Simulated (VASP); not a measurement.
Here is a VASP 6.6.1 calculation.

File POSCAR:

```
Zn
1.0
   -1.5470656312      1.5470656312      1.5470656312
    1.5470656312     -1.5470656312      1.5470656312
    1.5470656312      1.5470656312     -1.5470656312
Zn
1
Direct
    0.0000000000      0.0000000000      0.0000000000
```

Contents of INCAR.step1:

```
SYSTEM = Zn
PREC = Accurate ; ENCUT = 520
ISMEAR = 0 ; SIGMA = 0.05
LREAL = .False. ; LASPH = .True.
NELM = 100 ; NBANDS = 12
GGA = PE ; ALGO = Normal
EDIFF = 1E-4 ; LWAVE = .True.
LCHARG = .False.
```

The input INCAR.step2:

```
SYSTEM = Zn
PREC = Accurate ; ENCUT = 520
EDIFF = 1E-6 ; ISMEAR = 0
SIGMA = 0.05 ; LREAL = .False.
LASPH = .True. ; NELM = 100
ALGO = Normal ; ISIF = 2
LWAVE = .False. ; LCHARG = .True.
METAGGA = R2SCAN ; LMIXTAU = .True.
LELF = .True. ; LVHAR = .True.
NBANDS = 12 ; ISTART = 1
```

Contents of KPOINTS:

```
regular mesh
0
Gamma
  18 18 18
  0 0 0
```

Potentials or basis: VASP PAW PBE potentials, release 64 (Zn).

Run with:

```bash
$ cat potpaw_PBE.64/Zn/POTCAR > POTCAR
$ cp INCAR.step1 INCAR
$ mpirun -np 1 vasp_std > vasp.out
$ cp INCAR.step2 INCAR
$ mpirun -np 1 vasp_std > vasp.out
```

(1) Predict the pressure.

(2) Predict the band gap on the k mesh.

Answers

(1) -1.4 GPa.

(2) zero (band 6 reaches 7.81 eV, above the bottom of band 7 at 2.41 eV).

Caveat: the PAW data sets were made with another functional, which shifts forces and pressure a little.
